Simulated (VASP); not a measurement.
**CdF2: single point with r2SCAN**

Crystal: CdF2.

```
Cd F
1.0
     0.00000    2.63918    2.63918
     2.63918    0.00000    2.63918
     2.63918    2.63918    0.00000
Cd F
1 2
Cartesian
  0.0000 0.0000 0.0000
  1.3196 1.3196 1.3196
  3.9588 3.9588 3.9588
```

This cell differs from its parent crystal: volume changed by -6%.

| Property | Result |
| --- | --- |
| Program | VASP 6.6.1 |
| Task | single point |
| Functional | r2SCAN |
| Potentials or basis | VASP PAW PBE potentials, release 64 (Cd, F) |
| Cutoff | 520 eV |
| k mesh | 6 × 6 × 6 |
| Occupations | gaussian, width 0.01 eV |
| Spin | no spin polarisation |
| Dipole correction | no |
| Further INCAR settings | ALGO = Normal; EDIFF = 1e-06; NBANDS = 20 |

- Pressure: 9.5 GPa
- Band gap on the k mesh: 4.00 eV, indirect (least direct gap 4.39 eV)

Levels at points of the mesh, in eV from the valence-band top:
```
           k point  band 11  band 12  band 13  band 14  band 15  band 16
(0.00, 0.00, 0.00)    -0.39    -0.39    -0.39     4.00    13.93    13.93
(0.50, 0.00, 0.00)    -2.08    -0.33    -0.33     8.51     9.91    16.20
(0.50, 0.50, 0.00)    -0.63    -0.08    -0.08     9.43    10.93    12.34
```

It took 34 s on 1 thread of Intel(R) Xeon(R) Platinum 8488C (Sapphire Rapids), on a shared host, peak memory 0.16 GiB.

Caveat: the PAW data sets were made with another functional, which shifts forces and pressure a little. A k mesh can miss the band edges.
